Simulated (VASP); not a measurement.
Crystal: CdS.

```xyz
2
Lattice="0.0000 2.9165 2.9165 2.9165 0.0000 2.9165 2.9165 2.9165 0.0000" Properties=species:S:1:pos:R:3 pbc="T T T"
Cd    0.0000    0.0000    0.0000
S     4.3748    4.3748    4.3748
```

* Program: VASP 6.6.1
* Task: relaxation of cell and atoms
* Functional: r2SCAN
* Potentials or basis: VASP PAW PBE potentials, release 64 (Cd_sv_GW, S_GW)
* Cutoff: 600 eV
* k mesh: 7 × 7 × 7
* Occupations: gaussian, width 0.03 eV
* Spin: no spin polarisation

At the start: pressure 1.1 GPa; volume 24.81 Å³/atom.

Where does the relaxation end?

Over 6 steps the energy falls by 2.2 meV/atom and the volume is 25.21 Å³/atom (+1.6 %); space group F-43m (No. 216, to 0.1 Å) before and after.

The path:
```
step  energy change (eV)  largest force (eV/Å)  pressure (GPa)  volume (Å³)
   1              0.0000                0.0000            1.05        49.62
   2             -0.0018                0.0000           -0.53        50.80
   3             -0.0025                0.0000            0.01        50.38
   4             -0.0044                0.0000            0.07        50.38
   5             -0.0045                0.0000           -0.05        50.47
   6             -0.0045                0.0000            0.00        50.43
```

Final structure:
```cif
data_structure
_symmetry_space_group_name_H-M 'P 1'
_symmetry_Int_Tables_number 1
_cell_length_a 4.1469
_cell_length_b 4.1469
_cell_length_c 4.1469
_cell_angle_alpha 60.000
_cell_angle_beta 60.000
_cell_angle_gamma 60.000
_cell_volume 50.43
loop_
_atom_site_label
_atom_site_type_symbol
_atom_site_fract_x
_atom_site_fract_y
_atom_site_fract_z
_atom_site_occupancy
Cd1 Cd 0.00000 0.00000 0.00000 1
S1 S 0.75000 0.75000 0.75000 1
```

Caveat: the PAW data sets were made with another functional, which shifts forces and pressure a little.
